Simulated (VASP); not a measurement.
# P7Ru (Fm-3m) in VASP: notebook, part 2 of 2

VASP 6.6.1.

### Step 5. Relaxation of cell and atoms, PBE

This run uses another cell than the first one, of 18.24 Å³/atom.

The input, INCAR:

```
  PREC = Accurate
  ENCUT = 600
  EDIFF = 1E-6
  ISMEAR = 0
  SIGMA = 0.1
  LREAL = F
  LASPH = T
  NELM = 60
  ALGO = Normal
  ISIF = 3
  LWAVE = F
  LCHARG = F
  GGA = PE
  IBRION = 2
  NSW = 90
  EDIFFG = -0.04
```

The input, KPOINTS:

```
regular mesh
0
Gamma
  4 4 4
```

The input, POSCAR:

```
P7Ru
1.0
    0.0000000000      4.1787042200      4.1787042200
    4.1787042200      0.0000000000      4.1787042200
    4.1787042200      4.1787042200      0.0000000000
P Ru
7 1
Direct
    0.0000000000      0.0000000000      0.0000000000
    0.0000000000      0.5000000000      0.0000000000
    0.5000000000      0.0000000000      0.0000000000
    0.0000000000      0.5000000000      0.5000000000
    0.5000000000      0.0000000000      0.5000000000
    0.0000000000      0.0000000000      0.5000000000
    0.5000000000      0.5000000000      0.0000000000
    0.5000000000      0.5000000000      0.5000000000
```

Potentials or basis: VASP PAW PBE potentials, release 64 (P, Ru_pv).

The run is started by

```console
cat potpaw_PBE.64/P/POTCAR potpaw_PBE.64/Ru_pv/POTCAR > POTCAR
mpirun -np 1 vasp_std > vasp.out
```

OUTCAR:

```text
PREC = Accurate
   ENCUT = 600
   EDIFF = 1E-6
   ISMEAR = 0
   LREAL = F
   LASPH = T
   NELM = 60
   ISIF = 3
   GGA = PE
   IBRION = 2
   NSW = 90
   EDIFFG = -0.04

 ion  position               nearest neighbor table
   1  0.000  0.000  0.000-   2 2.95   3 2.95   6 2.95   4 2.95   5 2.95   6 2.95   2 2.95   4 2.95
                             7 2.95   3 2.95   5 2.95   7 2.95
   2  0.000  0.500  0.000-   1 2.95   4 2.95   7 2.95   4 2.95   6 2.95   8 2.95   1 2.95   3 2.95
                             6 2.95   3 2.95   7 2.95   8 2.95
   3  0.500  0.000  0.000-   1 2.95   5 2.95   7 2.95   5 2.95   6 2.95   8 2.95   2 2.95   7 2.95
                             8 2.95   1 2.95   2 2.95   6 2.95
   4  0.000  0.500  0.500-   2 2.95   6 2.95   8 2.95   1 2.95   2 2.95   7 2.95   1 2.95   5 2.95
                             6 2.95   5 2.95   7 2.95   8 2.95
   5  0.500  0.000  0.500-   3 2.95   6 2.95   8 2.95   1 2.95   3 2.95   7 2.95   4 2.95   7 2.95
                             8 2.95   1 2.95   4 2.95   6 2.95
   6  0.000  0.000  0.500-   1 2.95   4 2.95   5 2.95   1 2.95   2 2.95   3 2.95   2 2.95   4 2.95
                             8 2.95   3 2.95   5 2.95   8 2.95
   7  0.500  0.500  0.000-   2 2.95   3 2.95   8 2.95   4 2.95   5 2.95   8 2.95   1 2.95   3 2.95
                             5 2.95   1 2.95   2 2.95   4 2.95
   8  0.500  0.500  0.500-   4 2.95   5 2.95   7 2.95   2 2.95   3 2.95   7 2.95   3 2.95   5 2.95
                             6 2.95   2 2.95   4 2.95   6 2.95

  LATTYP: Found a face centered cubic cell.
 ALAT       =     8.3574084400

  Lattice vectors:

 A1 = (   0.0000000000,   4.1787042200,   4.1787042200)
 A2 = (   4.1787042200,   0.0000000000,   4.1787042200)
 A3 = (   4.1787042200,   4.1787042200,   0.0000000000)

Analysis of symmetry for initial positions (statically):
=====================================================================
 Subroutine PRICEL returns:
 Original cell was already a primitive cell.

 Routine SETGRP: Setting up the symmetry group for a
 face centered cubic supercell.

 Subroutine GETGRP returns: Found 48 space group operations
 (whereof 48 operations were pure point group operations)
 out of a pool of 48 trial point group operations.

The static configuration has the point symmetry O_h .

Analysis of symmetry for dynamics (positions and initial velocities):
=====================================================================
 Subroutine PRICEL returns:
 Original cell was already a primitive cell.

 Routine SETGRP: Setting up the symmetry group for a
 face centered cubic supercell.

 Subroutine GETGRP returns: Found 48 space group operations
 (whereof 48 operations were pure point group operations)
[... 112 lines left out ...]
   ISMEAR =     0;   SIGMA  =   0.10  broadening in eV -4-tet -1-fermi 0-gaus
   EFERMI_NEDOS =   21; number of points for ismear=-14 and -15
   IALGO  =     38    algorithm
   IMIX   =      4    mixing-type and parameters
     AMIX     =   0.40;   BMIX     =  1.00
     AMIX_MAG =   1.60;   BMIX_MAG =  1.00
  volume/ion in A,a.u.               =      18.24       123.10
  Fermi-wavevector in a.u.,A,eV,Ry     =   1.137859  2.150242 17.615786  1.294724
  Thomas-Fermi vector in A             =   2.274564
   LORBIT       =      0    0 simple, 1 ext, 2 COOP (PROOUT), +10 PAW based schemes
   GGA     = PE    functional components
   LHFCALC =     F    Hartree Fock is set to
   AEXX    =    0.0000 exact exchange contribution
   IVDW    =     0    specifies the selected vdW correction
   LEPSILON=     F    determine dielectric tensor
   LRPA    =     F    only Hartree local field effects (RPA)
 conjugate gradient relaxation of ions
 non-spin polarized calculation
 Gauss-broadening in eV      SIGMA  =   0.10
  energy-cutoff  :      600.00
  volume of cell :      145.93
 maximum number of plane-waves:      4909
   NGX = 23   NGY = 23   NGZ = 23

--------------------------------------- Ionic step        1  -------------------------------------------

 number of electron      48.9999995 magnetization

 Free energy of the ion-electron system (eV)
  ---------------------------------------------------
  ext. energy  EPLUGINS =         0.00000000
  ---------------------------------------------------
  free energy    TOTEN  =       -39.12938844 eV

  energy without entropy =      -39.10074712  energy(sigma->0) =      -39.11506778

 E-fermi :   7.0194     XC(G=0): -10.7162

 val. band max:        7.0020896114   @ k =   0.5000   0.5000   0.0000
 cond. band min:       7.0347907609   @ k =  -0.2500   0.5000   0.2500
 fundamental gap:      0.0327011494
 Fermi energy:         7.0193537554

 k-point     1 :       0.0000    0.0000    0.0000
  band No.  band energies     occupation
      1     -35.1507      2.00000
      2     -35.1507      2.00000
      3     -35.1507      2.00000
      4      -6.8405      2.00000
      5      -2.9050      2.00000
      6      -2.9050      2.00000
[... 328 lines left out ...]
--------------------------------------- Ionic step        3  -------------------------------------------

 number of electron      49.0000002 magnetization

 Free energy of the ion-electron system (eV)
  ---------------------------------------------------
  ext. energy  EPLUGINS =         0.00000000
  ---------------------------------------------------
  free energy    TOTEN  =       -41.16815362 eV

  energy without entropy =      -41.13422967  energy(sigma->0) =      -41.15119165

 E-fermi :  10.4814     XC(G=0): -11.8398

 val. band max:       10.4532943295   @ k =  -0.2500   0.5000   0.2500
 cond. band min:      10.5068387213   @ k =   0.5000   0.2500   0.0000
 fundamental gap:      0.0535443918
 Fermi energy:        10.4813681731

 k-point     1 :       0.0000    0.0000    0.0000
  band No.  band energies     occupation
      1     -32.1046      2.00000
      2     -32.1046      2.00000
      3     -32.1046      2.00000
      4      -5.7753      2.00000
      5      -0.4263      2.00000
      6      -0.4263      2.00000
[... 280 lines left out ...]
  FREE ENERGIE OF THE ION-ELECTRON SYSTEM (eV)
  ---------------------------------------------------
  free  energy   TOTEN  =       -41.1681536164 eV

  energy  without entropy=      -41.1342296736  energy(sigma->0) =      -41.15119165

 reached required accuracy - stopping structural energy minimisation
```

Wall time 4.6 min (1 thread of Intel Xeon 8259CL, shared host); peak memory 0.35 GiB.

What came out:

| Item | Value |
| --- | --- |
| Free energy | -41.1682 eV |
| Relaxed volume | 14.25 Å³/atom |
| Relaxed cell | a = 5.442 Å, b = 5.442 Å, c = 5.442 Å, α = 60.00°, β = 60.00°, γ = 60.00° |
| Space group after relaxing (to 0.1 Å) | Fm-3m (No. 225) |
| Energy gained by relaxing | 254.8 meV/atom |
| Ionic steps | 3 |
| Pressure after relaxing | 0.1 GPa |
| Band gap on the k mesh | zero (an odd number of electrons rules out a gap without spin polarisation) |

Step by step:
```tsv
step	energy change (eV)	largest force (eV/Å)	pressure (GPa)	volume (Å³)
1	0.0000	0.0000	-16.82	145.93
2	-1.9554	0.0000	5.34	109.11
3	-2.0388	0.0000	0.15	113.99
```

Final structure:
```
P Ru
1.0
     0.00000    3.84842    3.84842
     3.84842    0.00000    3.84842
     3.84842    3.84842    0.00000
P Ru
7 1
Cartesian
  0.0000 0.0000 0.0000
  1.9242 0.0000 1.9242
  0.0000 1.9242 1.9242
  3.8484 1.9242 1.9242
  1.9242 3.8484 1.9242
  1.9242 1.9242 0.0000
  1.9242 1.9242 3.8484
  3.8484 3.8484 3.8484
```

Levels at points of the mesh, in eV from the Fermi level:
| k point | band 23 | band 24 | band 25 | band 26 | band 27 | band 28 |
| --- | --- | --- | --- | --- | --- | --- |
| (0.00, 0.00, 0.00) | -0.30 | 0.46 | 0.46 | 0.46 | 1.80 | 1.80 |
| (0.50, 0.00, 0.00) | -1.07 | -1.00 | -1.00 | -0.09 | 1.01 | 1.01 |
| (0.50, 0.50, 0.00) | -1.65 | -1.15 | -0.81 | 0.05 | 0.60 | 0.84 |

Caveat: the volume moved by over 15 % at a fixed basis, so the end points are rough.

### Step 6. Single point, PBE, collinear spin, ferromagnetic start

The input, INCAR:

```
SYSTEM = P7Ru
PREC = Accurate
ENCUT = 520
EDIFF = 1E-6
ISMEAR = 0
SIGMA = 0.1
LREAL = .False.
LASPH = .True.
NELM = 150
ALGO = Normal
ISIF = 2
LWAVE = .False.
LCHARG = .False.
ISPIN = 2
MAGMOM = 0 0 0 0 0 0 0 1
LORBIT = 11
LMAXMIX = 4
GGA = PE
NBANDS = 38
```

The input, KPOINTS:

```
regular mesh
0
Gamma
  4 4 4
  0 0 0
```

Edit POSCAR of step 5 so:

```diff
@@ -2,5 +2,5 @@
 1.0
-    0.0000000000      4.1787042200      4.1787042200
-    4.1787042200      0.0000000000      4.1787042200
-    4.1787042200      4.1787042200      0.0000000000
+    0.0000000000      3.8514223095      3.8514223095
+    3.8514223095      0.0000000000      3.8514223095
+    3.8514223095      3.8514223095      0.0000000000
 P Ru
```

Potentials or basis: VASP PAW PBE potentials, release 64 (P, Ru_pv).

The run is started by

```console
cat potpaw_PBE.64/P/POTCAR potpaw_PBE.64/Ru_pv/POTCAR > POTCAR
mpirun -np 1 vasp_std > vasp.out
```

Wall time 2.6 min (1 thread of Intel Xeon 8259CL, shared host); peak memory 0.34 GiB.

Results (log left out):

| Quantity | Value |
| --- | --- |
| Free energy | -41.1640 eV |
| Pressure | -0.2 GPa |
| Net moment | 0.00 μB per cell |
| Valence electrons inside the program's atomic spheres | P 2.35, 2.32 (each value once); Ru 12.55 |

Levels at points of the mesh, in eV from the Fermi level:
Spin up:
| k point | band 22 | band 23 | band 24 | band 25 | band 26 | band 27 | band 28 | band 29 |
| --- | --- | --- | --- | --- | --- | --- | --- | --- |
| (0.00, 0.00, 0.00) | -1.10 | -0.29 | 0.46 | 0.46 | 0.46 | 1.79 | 1.79 | 1.79 |
| (0.50, 0.00, 0.00) | -1.12 | -1.07 | -1.00 | -1.00 | -0.09 | 1.01 | 1.01 | 1.87 |
| (0.50, 0.50, 0.00) | -1.64 | -1.64 | -1.15 | -0.81 | 0.05 | 0.59 | 0.84 | 0.97 |
Spin down:
| k point | band 23 | band 24 | band 25 | band 26 | band 27 | band 28 |
| --- | --- | --- | --- | --- | --- | --- |
| (0.00, 0.00, 0.00) | -0.29 | 0.46 | 0.46 | 0.46 | 1.79 | 1.79 |
| (0.50, 0.00, 0.00) | -1.07 | -1.00 | -1.00 | -0.09 | 1.01 | 1.01 |
| (0.50, 0.50, 0.00) | -1.64 | -1.15 | -0.81 | 0.05 | 0.59 | 0.84 |

### Step 7. Relaxation of cell and atoms, PBE

The input, INCAR:

```
ALGO     = Normal         # electronic algorithm
EDIFF    = 1E-6           # SCF threshold, eV
EDIFFG   = -0.01          # ionic threshold
ENCUT    = 600            # plane-wave cutoff, eV
GGA      = PE             # functional
IBRION   = 2              # ionic algorithm
ISIF     = 3              # what is computed and relaxed
ISMEAR   = 0              # smearing method
LASPH    = T              # aspherical terms in the spheres
LCHARG   = F              # write CHGCAR
LREAL    = F              # projectors in reciprocal space
LWAVE    = F              # write WAVECAR
NELM     = 80             # most SCF steps
NSW      = 100            # ionic steps
PREC     = Accurate       # precision mode
SIGMA    = 0.1            # smearing width, eV
```

The input, KPOINTS:

```
k-points
0
Gamma
  8 8 8
```

POSCAR is that of step 6.

The run is started by

```console
cat potpaw_PBE.64/P/POTCAR potpaw_PBE.64/Ru_pv/POTCAR > POTCAR
mpirun -np 1 vasp_std > vasp.out
```

Wall time 8.6 min (1 thread of Intel Xeon 8259CL, shared host); peak memory 0.38 GiB.

It converged, with:

```
Free energy                           : -41.3521 eV
Relaxed volume                        : 14.22 Å³/atom
Relaxed cell                          : a = 5.439 Å, b = 5.439 Å, c = 5.439 Å, α = 60.00°, β = 60.00°, γ = 60.00°
Space group after relaxing (to 0.1 Å) : Fm-3m (No. 225)
Energy gained by relaxing             : 0.1 meV/atom
Ionic steps                           : 3
Pressure after relaxing               : 0.0 GPa
Band gap on the k mesh                : zero (an odd number of electrons rules out a gap without spin polarisation)
```

The path:
```csv
step,energy change (eV),largest force (eV/Å),pressure (GPa),volume (Å³)
1,0.0000,0.0000,-0.51,114.26
2,-0.0006,0.0000,0.25,113.52
3,-0.0008,0.0000,0.00,113.76
```

Final structure:
```
P Ru
1.0
     0.00000    3.84578    3.84578
     3.84578    0.00000    3.84578
     3.84578    3.84578    0.00000
P Ru
7 1
Direct
  0.00000 0.00000 0.00000
  0.00000 0.50000 0.00000
  0.50000 0.00000 0.00000
  0.00000 0.50000 0.50000
  0.50000 0.00000 0.50000
  0.00000 0.00000 0.50000
  0.50000 0.50000 0.00000
  0.50000 0.50000 0.50000
```

Levels at points of the mesh, in eV from the Fermi level:
```csv
k point,band 21,band 22,band 23,band 24,band 25,band 26,band 27,band 28,band 29
"(0.00, 0.00, 0.00)",-1.01,-1.01,-0.24,0.53,0.53,0.53,1.87,1.87,1.87
"(0.50, 0.00, 0.00)",-1.03,-1.03,-1.00,-0.94,-0.94,-0.02,1.08,1.08,1.95
"(0.50, 0.50, 0.00)",-2.48,-1.57,-1.57,-1.07,-0.71,0.12,0.68,0.93,1.05
```

### Step 8. Summary

| task | spin | cell | k mesh | cutoff (eV) | gap on the mesh (eV) | pressure (GPa) | relaxed volume (Å³/atom) |
| --- | --- | --- | --- | --- | --- | --- | --- |
| single point | off | a = 5.447 Å, angles 60.0°, 8 atoms | 4 × 4 × 4 | 520 | none | -0.1 | - |
| single point | off | a = 5.910 Å, angles 60.0°, 8 atoms | 4 × 4 × 4 | 520 | none | -16.8 | - |
| single point | off | a = 5.441 Å, angles 60.0°, 8 atoms | 8 × 8 × 8 | 520 | none | -0.2 | - |
| relaxation of cell and atoms | off | relaxed from a = 5.910 Å, angles 60.0°, 8 atoms | 4 × 4 × 4 | 600 | none | 0.1 | 14.25 |
| single point | collinear, ferromagnetic start | a = 5.447 Å, angles 60.0°, 8 atoms | 4 × 4 × 4 | 520 | none | -0.2 | - |
| relaxation of cell and atoms | off | relaxed from a = 5.447 Å, angles 60.0°, 8 atoms | 8 × 8 × 8 | 600 | none | 0.0 | 14.22 |

Alike in all rows: level PBE; potentials or basis VASP PAW PBE potentials, release 64 (P, Ru_pv); smearing gaussian 0.1 eV.

Caveats: the cell stands under tension (at least some runs); the volume moved by over 15 % at a fixed basis, so the end points are rough (at least some runs).

Total energies depend on the potentials used, so only differences within one code and one set of settings carry meaning.

The gap in the log of VASP goes by the Fermi energy; the results here count the filled bands.